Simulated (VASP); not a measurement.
# BaH in VASP: notebook

Runs on BaH. Level: PBE. Tasks: single point.

Program: VASP 6.6.1. These are calculated values, not measurements. Logs are shortened: lines on timing, memory, paths and dates and some standing lists are left out, and cuts for length are marked.

### Step 1. The cell of the first run

The structure is tetragonal, space group I4/mmm (No. 139). The conventional cell has a = 4.106 Å, b = 4.106 Å, c = 5.738 Å, α = 90.00°, β = 90.00°, γ = 90.00°. Ba (site symmetry 4/mmm) has 6 H at 2.87 to 2.90 Å within 3.8 Å. Within 3.8 Å of H (site symmetry 4/mmm) lie 6 Ba at 2.87 to 2.90 Å.

The cell was generated, and may not be a known phase.

### Step 2. Single point, PBE

The input, INCAR:

```
SYSTEM = BaH
  PREC = Accurate
  ENCUT = 520
  EDIFF = 1E-6
  ISMEAR = 0
  SIGMA = 0.1
  LREAL = .False.
  LASPH = .True.
  NELM = 80
  ALGO = Normal
  ISIF = 2
  LWAVE = .False.
  LCHARG = .False.
  GGA = PE
  NBANDS = 12
```

The input, KPOINTS:

```
Automatic mesh
0
Gamma
  6 6 6
  0 0 0
```

The input, POSCAR:

```
BaH
1.0
   -2.0530091256      2.0530091256      2.8688571971
    2.0530091256     -2.0530091256      2.8688571971
    2.0530091256      2.0530091256     -2.8688571971
Ba H
1 1
Direct
    0.0000000000      0.0000000000      0.0000000000
    0.5000000000      0.5000000000      0.0000000000
```

Potentials or basis: VASP PAW PBE potentials, release 64 (Ba_sv, H).

Command:

```console
$ cat potpaw_PBE.64/Ba_sv/POTCAR potpaw_PBE.64/H/POTCAR > POTCAR
$ mpirun -np 1 vasp_std > vasp.out
```

OUTCAR:

```text
SYSTEM = BaH
   PREC = Accurate
   ENCUT = 520
   EDIFF = 1E-6
   ISMEAR = 0
   LREAL = .False.
   LASPH = .True.
   NELM = 80
   ISIF = 2
   GGA = PE

 ion  position               nearest neighbor table
   1  0.000  0.000  0.000-
   2  0.500  0.500  0.000-

  LATTYP: Found a body centered tetragonal cell.
 ALAT       =     4.1060182512
 C/A-ratio  =     1.3973913517

  Lattice vectors:

 A1 = (  -2.0530091256,   2.0530091256,   2.8688571971)
 A2 = (   2.0530091256,  -2.0530091256,   2.8688571971)
 A3 = (   2.0530091256,   2.0530091256,  -2.8688571971)

Analysis of symmetry for initial positions (statically):
=====================================================================
 Subroutine PRICEL returns:
 Original cell was already a primitive cell.

 Routine SETGRP: Setting up the symmetry group for a
 body centered tetragonal supercell.

 Subroutine GETGRP returns: Found 16 space group operations
 (whereof 16 operations were pure point group operations)
 out of a pool of 16 trial point group operations.

The static configuration has the point symmetry D_4h.

Analysis of symmetry for dynamics (positions and initial velocities):
=====================================================================
 Subroutine PRICEL returns:
 Original cell was already a primitive cell.

 Routine SETGRP: Setting up the symmetry group for a
 body centered tetragonal supercell.

 Subroutine GETGRP returns: Found 16 space group operations
 (whereof 16 operations were pure point group operations)
 out of a pool of 16 trial point group operations.

The dynamic configuration has the point symmetry D_4h.

 Subroutine INISYM returns: Found 16 space group operations
 (whereof 16 operations are pure point group operations),
 and found     1 'primitive' translations

----------------------------------------------------------------------------------------

                                     Primitive cell

  volume of cell :      48.3672

  direct lattice vectors                    reciprocal lattice vectors
    -2.053009126  2.053009126  2.868857197     0.000000000  0.243544948  0.174285426
     2.053009126 -2.053009126  2.868857197     0.243544948  0.000000000  0.174285426
     2.053009126  2.053009126 -2.868857197     0.243544948  0.243544948  0.000000000

  length of vectors
     4.081670560  4.081670560  4.081670560     0.299482139  0.299482139  0.344424568

  position of ions in fractional coordinates (direct lattice)
     0.000000000  0.000000000  0.000000000
     0.500000000  0.500000000  0.000000000

  ion indices of the primitive-cell ions
   primitive index   ion index
                 1           1
                 2           2

----------------------------------------------------------------------------------------

 KPOINTS: Automatic mesh

Automatic generation of k-mesh.
 Grid dimensions read from file:
 generate k-points for:    6    6    6

 Generating k-lattice:

  Cartesian coordinates                     Fractional coordinates (reciprocal lattice)
     0.000000000  0.040590825  0.029047571     0.166666667  0.000000000  0.000000000
     0.040590825  0.000000000  0.029047571     0.000000000  0.166666667  0.000000000
     0.040590825  0.040590825  0.000000000     0.000000000  0.000000000  0.166666667

  Length of vectors
     0.049913690  0.049913690  0.057404095

  Shift w.r.t. Gamma in fractional coordinates (k-lattice)
     0.000000000  0.000000000  0.000000000

 Subroutine IBZKPT returns following result:
 ===========================================

 Found     30 irreducible k-points:

 Following reciprocal coordinates:
            Coordinates               Weight
  0.000000  0.000000  0.000000      1.000000
  0.166667  0.000000 -0.000000      8.000000
  0.333333  0.000000 -0.000000      8.000000
  0.500000  0.000000 -0.000000      4.000000
  0.166667  0.166667 -0.000000      8.000000
  0.333333  0.166667 -0.000000     16.000000
[... 16 lines left out ...]
 -0.333333 -0.333333  0.166667      8.000000
 -0.166667 -0.333333  0.166667      8.000000
 [... further k-points ...]
   k-points           NKPTS =     30   k-points in BZ     NKDIM =     30   number of bands    NBANDS=     12
   number of dos      NEDOS =    301   number of ions     NIONS =      2
   total plane-waves  NPLWV =  27000
   dimension x,y,z NGX =    30 NGY =   30 NGZ =   30
   dimension x,y,z NGXF=    60 NGYF=   60 NGZF=   60
   ions per type =               1   1
   NGX,Y,Z   is equivalent  to a cutoff of  12.22, 12.22, 12.22 a.u.
   NGXF,Y,Z  is equivalent  to a cutoff of  24.44, 24.44, 24.44 a.u.
 SYSTEM =  BaH
   PREC   = accura    normal or accurate (medium, high low for compatibility)
   ISTART =      0    job   : 0-new  1-cont  2-samecut
   ICHARG =      2    charge: 1-file 2-atom 10-const
   ISPIN  =      1    spin polarized calculation?
   LNONCOLLINEAR =      F non collinear calculations
   LSORBIT =      F    spin-orbit coupling
   LASPH  =      T    aspherical Exc in radial PAW
[... 67 lines left out ...]
      9       6.9107      0.00000
     10       6.9624      0.00000
     11       7.2218      0.00000
     12       9.5601      0.00000

 k-point     2 :       0.1667    0.0000   -0.0000
  band No.  band energies     occupation
      1     -25.5686      2.00000
      2     -10.6270      2.00000
      3     -10.3516      2.00000
      4     -10.3448      2.00000
      5      -1.6583      2.00000
      6       4.1404      0.00000
      7       5.1135      0.00000
      8       5.1837      0.00000
      9       6.4687      0.00000
     10       6.5954      0.00000
     11       6.7281      0.00000
     12      10.9504      0.00000

 k-point     3 :       0.3333    0.0000   -0.0000
  band No.  band energies     occupation
      1     -25.5048      2.00000
      2     -11.1781      2.00000
      3     -10.4195      2.00000
      4     -10.4044      2.00000
      5      -0.5459      2.00000
      6       2.6383      2.00000
      7       4.7597      0.00000
      8       4.8614      0.00000
      9       6.9340      0.00000
     10       7.4826      0.00000
     11       7.4960      0.00000
     12      13.0599      0.00000

 k-point     4 :       0.5000    0.0000   -0.0000
  band No.  band energies     occupation
      1     -25.4724      2.00000
      2     -11.4270      2.00000
      3     -10.4527      2.00000
      4     -10.4336      2.00000
      5       0.2105      2.00000
      6       1.7285      2.00000
      7       4.4788      0.00000
      8       4.5768      0.00000
      9       8.0543      0.00000
     10       8.6075      0.00000
     11       8.6887      0.00000
     12      10.9563      0.00000

 k-point     5 :       0.1667    0.1667   -0.0000
  band No.  band energies     occupation
      1     -25.5262      2.00000
      2     -10.9043      2.00000
      3     -10.5247      2.00000
      4     -10.3626      2.00000
      5      -1.0112      2.00000
      6       3.8586      0.00000
      7       3.8607      0.00000
      8       5.6114      0.00000
      9       5.7482      0.00000
     10       7.5259      0.00000
     11       7.8434      0.00000
     12      11.7209      0.00000
[... 228 lines left out ...]
      1     -25.4408      2.00000
      2     -11.1599      2.00000
      3     -10.8690      2.00000
      4     -10.6089      2.00000
      5      -0.7211      2.00000
      6       3.1777      0.12572
      7       4.1032      0.00000
      8       5.6613      0.00000
      9       7.9791      0.00000
     10       8.4350      0.00000
     11      10.0435      0.00000
     12      10.6146      0.00000

 k-point    22 :      -0.1667    0.5000    0.1667
  band No.  band energies     occupation
      1     -25.4614      2.00000
      2     -11.3120      2.00000
      3     -10.6033      2.00000
      4     -10.5159      2.00000
      5      -0.3316      2.00000
      6       2.4075      2.00000
      7       4.4667      0.00000
      8       5.0841      0.00000
      9       7.2876      0.00000
     10       8.7645      0.00000
     11       9.6147      0.00000
     12      10.5455      0.00000

 k-point    23 :      -0.3333   -0.3333    0.1667
  band No.  band energies     occupation
      1     -25.4613      2.00000
      2     -11.1419      2.00000
      3     -10.7481      2.00000
      4     -10.5435      2.00000
      5      -0.7626      2.00000
      6       3.3486      0.00008
      7       3.6644      0.00000
      8       5.9037      0.00000
      9       7.1256      0.00000
     10       8.5329      0.00000
     11       9.5502      0.00000
     12      11.3692      0.00000

 k-point    24 :      -0.1667   -0.3333    0.1667
  band No.  band energies     occupation
      1     -25.5040      2.00000
      2     -11.0204      2.00000
      3     -10.4971      2.00000
      4     -10.4934      2.00000
      5      -0.9076      2.00000
      6       3.2386      0.01675
      7       4.2001      0.00000
      8       5.5323      0.00000
      9       6.4852      0.00000
     10       7.7896      0.00000
     11       7.9925      0.00000
     12      12.9597      0.00000

 [... further k-points ...]

------------------------ aborting loop because EDIFF is reached ----------------------------------------

  FORCE on cell =-STRESS in cart. coord.  units (eV):
  Direction    XX          YY          ZZ          XY          YZ          ZX
  --------------------------------------------------------------------------------------
  -------------------------------------------------------------------------------------
  Total        0.1038781      0.1038781      0.2126934      0.0000000      0.0000000      0.0000000
  in kB        3.4409925      3.4409925      7.0455325      0.0000000      0.0000000      0.0000000
  external PRESSURE =       4.6425058 kB  Pullay stress =       0.0000000 kB

 VOLUME and BASIS-vectors are now :
 -----------------------------------------------------------------------------
  energy-cutoff  :      520.00
  volume of cell :       48.37
      direct lattice vectors                 reciprocal lattice vectors
    -2.053009126  2.053009126  2.868857197     0.000000000  0.243544948  0.174285426
     2.053009126 -2.053009126  2.868857197     0.243544948  0.000000000  0.174285426
     2.053009126  2.053009126 -2.868857197     0.243544948  0.243544948  0.000000000

 POSITION                                       TOTAL-FORCE (eV/Angst)
 -----------------------------------------------------------------------------------
      0.00000      0.00000      0.00000         0.000000     -0.000000      0.000000
      0.00000      0.00000      2.86886        -0.000000      0.000000     -0.000000
 -----------------------------------------------------------------------------------
    total drift:                               -0.000000      0.000000      0.000000

  FREE ENERGIE OF THE ION-ELECTRON SYSTEM (eV)
  ---------------------------------------------------
  free  energy   TOTEN  =        -5.8046247295 eV

  energy  without entropy=       -5.7979479820  energy(sigma->0) =       -5.80128636
```

Wall time 11 s (1 thread of Intel Xeon Platinum 8488C (Sapphire Rapids), shared host); peak memory 0.17 GiB.

Results:

```yaml
Free_energy: -5.8046 eV
Pressure: 0.5 GPa
Band_gap_on_the_k_mesh: zero (an odd number of electrons rules out a gap without spin polarisation)
```

Levels at points of the mesh, in eV from the Fermi level:
| k point | band 2 | band 3 | band 4 | band 5 | band 6 | band 7 | band 8 | band 9 |
| --- | --- | --- | --- | --- | --- | --- | --- | --- |
| (0.00, 0.00, 0.00) | -13.39 | -13.39 | -13.38 | -5.26 | 1.85 | 1.85 | 1.93 | 3.84 |
| (0.50, 0.00, 0.00) | -14.50 | -13.52 | -13.50 | -2.86 | -1.34 | 1.41 | 1.51 | 4.98 |
| (0.50, 0.50, 0.00) | -14.35 | -13.76 | -13.74 | -4.64 | -0.63 | 3.02 | 5.64 | 6.11 |
| (0.50, 0.50, 0.50) | -14.35 | -13.77 | -13.77 | -4.64 | -0.67 | 3.14 | 5.65 | 6.14 |

Caveat: spin-orbit coupling is left out, which moves the levels of the heavy elements.

### Step 3. Single point, PBE

This run uses another cell than the first one: it holds 8 atoms, not 2.

The input, INCAR:

```
SYSTEM = BaH
  PREC = Accurate
  ENCUT = 520
  EDIFF = 1E-7
  ISMEAR = 0
  SIGMA = 0.1
  LREAL = .False.
  LASPH = .True.
  NELM = 60
  ALGO = Normal
  ISIF = 2
  LWAVE = .False.
  LCHARG = .False.
  GGA = PE
  NBANDS = 32
```

The input, KPOINTS:

```
Automatic mesh
0
Gamma
  6 4 4
  0 0 0
```

The input, POSCAR:

```
BaH
1.0
   -2.0541866851     -2.0541866851      2.9041680576
    6.1625600553     -2.0541866851      2.9041680576
   -2.0541866851      6.1625600553      2.9041680576
Ba H
4 4
Direct
    0.0000000000      0.5000000000      0.5000000000
    0.5000000000      0.0000000000      0.5000000000
    0.5000000000      0.5000000000      0.0000000000
    0.0000000000      0.0000000000      0.0000000000
    0.5000000000      0.2500000000      0.2500000000
    0.0000000000      0.7500000000      0.2500000000
    0.0000000000      0.2500000000      0.7500000000
    0.5000000000      0.7500000000      0.7500000000
```

Potentials or basis: VASP PAW PBE potentials, release 64 (Ba_sv, H).

Command:

```console
$ cat potpaw_PBE.64/Ba_sv/POTCAR potpaw_PBE.64/H/POTCAR > POTCAR
$ mpirun -np 1 vasp_std > vasp.out
```

Run time: 2.8 min. Hardware: 1 thread of Intel Xeon Platinum 8488C (Sapphire Rapids), shared host; peak memory 0.39 GiB.

The run converged. Its results:

- Free energy: -23.1694 eV
- Pressure: 0.3 GPa
- Band gap on the k mesh: zero (bands 22 and 23 overlap by 0.81 eV)

Stress tensor (GPa, compression positive):
```
 0.29 -0.04  0.10
-0.04  0.29  0.10
 0.10  0.10  0.26
```

Levels at points of the mesh, in eV from the Fermi level:
| k point | band 18 | band 19 | band 20 | band 21 | band 22 | band 23 | band 24 | band 25 | band 26 | band 27 |
| --- | --- | --- | --- | --- | --- | --- | --- | --- | --- | --- |
| (0.00, 0.00, 0.00) | -4.53 | -2.80 | -2.80 | -1.26 | -1.26 | -0.55 | 1.53 | 1.53 | 1.53 | 1.53 |
| (0.50, 0.00, 0.00) | -3.92 | -3.44 | -3.44 | 0.00 | 0.00 | 0.81 | 0.81 | 0.87 | 0.87 | 0.87 |
| (0.00, 0.50, 0.00) | -4.11 | -3.76 | -3.76 | -0.12 | -0.12 | 0.39 | 0.39 | 1.36 | 1.36 | 2.06 |
| (0.50, 0.50, 0.00) | -3.76 | -3.76 | -3.76 | -0.12 | -0.12 | -0.12 | -0.12 | 1.36 | 1.36 | 1.37 |
| (0.00, 0.50, 0.50) | -4.21 | -3.44 | -3.44 | 0.00 | 0.00 | 0.37 | 0.37 | 0.81 | 0.81 | 1.41 |
| (0.50, 0.50, 0.50) | -4.53 | -2.80 | -2.80 | -1.26 | -1.26 | -0.55 | -0.55 | 1.53 | 1.53 | 1.53 |

Caveat: spin-orbit coupling is left out, which moves the levels of the heavy elements.

### Step 4. Single point, PBE

This run uses another cell than the first one: it holds 8 atoms, not 2.

The input, INCAR:

```
SYSTEM = BaH
ALGO = Normal
EDIFF = 1E-6
ENCUT = 520
GGA = PE
ISIF = 2
ISMEAR = 0
LASPH = .TRUE.
LCHARG = .FALSE.
LREAL = .FALSE.
LWAVE = .FALSE.
NBANDS = 32
NELM = 80
PREC = Accurate
SIGMA = 0.1
```

The input, KPOINTS:

```
k-points
0
G
  6 4 4
  0 0 0
```

The input, POSCAR:

```
BaH
1.0
   -2.0405235771     -2.0407412676      2.8858437179
    6.1690879638     -2.0502588212      2.9127547768
   -2.0501027402      6.1679644286      2.9114013347
Ba H
4 4
Direct
   -0.0000315838      0.4999939383      0.5000069339
    0.4999950821      0.0000147861      0.5000162814
    0.5000041579      0.5000209441      0.0000064595
   -0.0000301472     -0.0000195030      0.0000033402
    0.5000444618      0.2497995268      0.2500297004
    0.0000181642      0.7500752127      0.2500747623
    0.0000022171      0.2500683401      0.7498332588
    0.4999976478      0.7500467551      0.7500292634
```

Command:

```console
$ cat potpaw_PBE.64/Ba_sv/POTCAR potpaw_PBE.64/H/POTCAR > POTCAR
$ mpirun -np 1 vasp_std > vasp.out
```

Run time: 3.6 min. Hardware: 1 thread of Intel Xeon Platinum 8488C (Sapphire Rapids), shared host; peak memory 0.43 GiB.

The run converged. Its results:

```
Free energy            : -23.1686 eV
Pressure               : 0.4 GPa
Band gap on the k mesh : zero (bands 22 and 23 overlap by 0.82 eV)
```

Levels at points of the mesh, in eV from the Fermi level:
| k point | band 18 | band 19 | band 20 | band 21 | band 22 | band 23 | band 24 | band 25 | band 26 | band 27 |
| --- | --- | --- | --- | --- | --- | --- | --- | --- | --- | --- |
| (0.00, 0.00, 0.00) | -4.54 | -2.80 | -2.80 | -1.26 | -1.26 | -0.55 | 1.50 | 1.50 | 1.59 | 1.59 |
| (0.50, 0.00, 0.00) | -3.93 | -3.43 | -3.43 | 0.01 | 0.01 | 0.79 | 0.79 | 0.85 | 0.85 | 0.90 |
| (0.00, 0.50, 0.00) | -4.12 | -3.76 | -3.76 | -0.13 | -0.13 | 0.38 | 0.38 | 1.36 | 1.36 | 2.02 |
| (0.50, 0.50, 0.00) | -3.76 | -3.76 | -3.76 | -0.13 | -0.13 | -0.13 | -0.13 | 1.38 | 1.38 | 1.38 |
| (0.00, 0.00, 0.50) | -4.12 | -3.76 | -3.76 | -0.13 | -0.13 | 0.38 | 0.38 | 1.36 | 1.36 | 2.02 |
| (0.50, 0.00, 0.50) | -3.76 | -3.76 | -3.76 | -0.13 | -0.13 | -0.13 | -0.13 | 1.38 | 1.38 | 1.38 |
| (0.00, 0.50, 0.50) | -4.22 | -3.44 | -3.44 | -0.01 | -0.01 | 0.36 | 0.36 | 0.82 | 0.82 | 1.41 |
| (0.50, 0.50, 0.50) | -4.54 | -2.79 | -2.79 | -1.26 | -1.26 | -0.56 | -0.56 | 1.49 | 1.49 | 1.54 |

Caveat: spin-orbit coupling is left out, which moves the levels of the heavy elements.

### Step 5. Summary

| cell | k mesh | gap on the mesh (eV) | pressure (GPa) |
| --- | --- | --- | --- |
| a = 4.082 Å, angles 119.6, 119.6, 90.7°, 2 atoms, atomic positions A | 6 × 6 × 6 | none | 0.5 |
| a = 4.108, b = 7.116, c = 7.116 Å, angles 109.5, 90.0, 90.0°, 8 atoms, atomic positions B | 6 × 4 × 4 | none | 0.3 |
| a = 4.081, b = 7.124, c = 7.122 Å, angles 109.4, 90.0, 90.0°, 8 atoms, atomic positions C | 6 × 4 × 4 | none | 0.4 |

Alike in all rows: task single point; level PBE; potentials or basis VASP PAW PBE potentials, release 64 (Ba_sv, H); no spin polarisation; cutoff (eV) 520; smearing gaussian 0.1 eV.

Caveats: spin-orbit coupling is left out, which moves the levels of the heavy elements.

Absolute energies hang on the potentials; compare differences alone.
